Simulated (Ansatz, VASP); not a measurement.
## Two plane-wave programs on ZnS

```
CELL_PARAMETERS angstrom
0.00000 2.67805 2.67805
2.67805 0.00000 2.67805
2.67805 2.67805 0.00000
ATOMIC_POSITIONS crystal
Zn 0.00000 0.00000 0.00000
S 0.25000 0.25000 0.25000
```

Alike in both runs: functional PBEsol; k mesh 10 × 10 × 10; occupations gaussian, width 0.02 eV; no spin polarisation.

Ansatz relaxed the structure, and its values are those at the end. VASP's run is a single point on that final structure, the one shown.

```csv
,VASP,Ansatz
version,VASP 6.6.1,Ansatz 0.2.0
potentials or method,"VASP PAW PBE potentials, release 64 (Zn, S), cutoff 520 eV","scalar-relativistic, plane waves, PAW"
valence electrons in the cell,18,18
```

|  | VASP | Ansatz | Ansatz less VASP |
| --- | --- | --- | --- |
| gap on the k mesh at the Fermi level (eV) | 2.09 | 2.09 | -0.007 |
| least direct gap on the mesh (eV) | 2.09 | 2.09 | -0.007 |
| pressure (GPa) | 0.2 | 0.0 | -0.20 |

VASP's potentials were made for PBE, not for PBEsol.
